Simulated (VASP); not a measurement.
Ir, 1 atom in the cell. Symmetry: I4/mmm, No. 139, tetragonal system. Conventional cell: a = 2.715 Å, b = 2.715 Å, c = 4.031 Å, α = 90.00°, β = 90.00°, γ = 90.00°. Within 3.6 Å of Ir (site symmetry 4/mmm) lie 12 Ir at 2.71 to 2.78 Å.  This cell differs from its parent crystal: strain +0.000 along x and y, +0.050 along z.

```yaml
Program: VASP 6.6.1
Task: single point
Functional: PBE
Potentials_or_basis: VASP PAW PBE potentials, release 64 (Ir)
Cutoff: 520 eV
k_mesh: 22 × 22 × 22
Occupations: gaussian, width 0.15 eV
Spin: no spin polarisation
Dipole_correction: no
Further_INCAR_settings: ALGO = Normal; EDIFF = 1e-06; NBANDS = 10
```

Potentials or basis: VASP PAW PBE potentials, release 64 (Ir).

Launch:

```bash
$ cat potpaw_PBE.64/Ir/POTCAR > POTCAR
$ mpirun -np 1 vasp_std > vasp.out
```

Hardware: 1 thread of Intel(R) Xeon(R) Platinum 8488C (Sapphire Rapids) (shared host).

Question: How long does it take, and how much memory?

Answer: Run time: 44 s on 1 thread of Intel(R) Xeon(R) Platinum 8488C (Sapphire Rapids), on a shared host, peak memory 0.25 GiB. Counts: scf iterations 12, k points 834.
